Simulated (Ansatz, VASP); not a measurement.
One calculation of Cd3I, two programs

```
Cd I
1.0
     5.44605    0.00000    0.00000
     0.00000    5.44605    0.00000
     0.00000    0.00000    4.03247
Cd I
3 1
Direct
  0.00000 0.50000 0.50000
  0.50000 0.00000 0.50000
  0.50000 0.50000 0.00000
  0.00000 0.00000 0.00000
```

Alike in both runs: functional PBE; k mesh 8 × 8 × 12; occupations gaussian, width 0.1 eV; no spin polarisation.

Ansatz relaxed the structure, and its values are those at the end. VASP's run is a single point on that final structure, the one shown.

```csv
,VASP,Ansatz
version,VASP 6.6.1,Ansatz 0.2.0
potentials or method,"VASP PAW PBE potentials, release 64 (Cd, I), cutoff 520 eV","scalar-relativistic, plane waves, PAW"
valence electrons in the cell,43,77
```

|  | VASP | Ansatz | Ansatz less VASP |
| --- | --- | --- | --- |
| gap on the k mesh at the Fermi level (eV) | none | none | - |
| pressure (GPa) | 0.1 | 0.0 | -0.09 |

A gap of «none» marks a metal or a gap that the smearing closes. The functional is the same, so the differences come from potentials, cutoffs and numerics. VASP's potentials hold 43 valence electrons a cell and Ansatz's 77, so a difference there can come from the potentials and not from the codes.

Neither program's run includes spin-orbit coupling.
